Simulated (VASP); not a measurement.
**HgTe: electric field gradients with PBE**

HgTe:

```
Hg Te
1.0
     0.00000    2.92150    3.00915
     2.92150    0.00000    3.00915
     2.92150    2.92150    0.00000
Hg Te
1 1
Direct
  0.00000 0.00000 0.00000
  0.50000 0.50000 0.50000
```

This cell differs from its parent crystal: zz strain of +3 %.

```
Program                : VASP 6.6.1
Task                   : electric field gradients
Functional             : PBE
Potentials or basis    : VASP PAW PBE potentials, release 64 (Hg, Te)
Cutoff                 : 520 eV
k mesh                 : 10 × 10 × 10
Occupations            : fermi-dirac, width 0.08 eV
Spin                   : no spin polarisation
Dipole correction      : no
Further INCAR settings : ALGO = Normal; EDIFF = 1e-08; NBANDS = 16
```

```
Pressure               : 8.0 GPa
Band gap on the k mesh : zero (band 9 reaches 6.07 eV, above the bottom of band 10 at 2.96 eV)
```

Stress tensor (GPa, compression positive):
```
9.16 0.00 0.00
0.00 9.16 0.00
0.00 0.00 5.78
```

Levels at points of the mesh, in eV from the Fermi level:
| k point | band 7 | band 8 | band 9 | band 10 | band 11 | band 12 |
| --- | --- | --- | --- | --- | --- | --- |
| (0.00, 0.00, 0.00) | -0.92 | -0.92 | -0.71 | -0.49 | 7.51 | 7.64 |
| (0.50, 0.00, 0.00) | -5.93 | 0.27 | 0.51 | 2.50 | 3.72 | 3.95 |
| (0.50, 0.50, 0.00) | -4.93 | -2.72 | -2.60 | -2.60 | 4.82 | 9.82 |
| (0.50, 0.00, 0.50) | -4.96 | -2.95 | -2.87 | -2.56 | 4.66 | 9.26 |

Electric field gradients, principal values (V/Å²):
| atom | least | middle | greatest (by size) |
| --- | --- | --- | --- |
| 1 Hg | -27.614 | -27.616 | 55.229 |
| 2 Te | 23.454 | 23.454 | -46.908 |

Wall time 35 s on 1 thread of Intel(R) Xeon(R) 6975P-C (Granite Rapids), on a shared host, peak memory 0.23 GiB.

Caveat: the cell differs from its parent crystal (zz strain of +3 %); without QUAD_EFG the Cq values of the log hold for a quadrupole moment of 1 mb, not for the nuclei; spin-orbit coupling is left out, which moves the levels of the heavy elements.
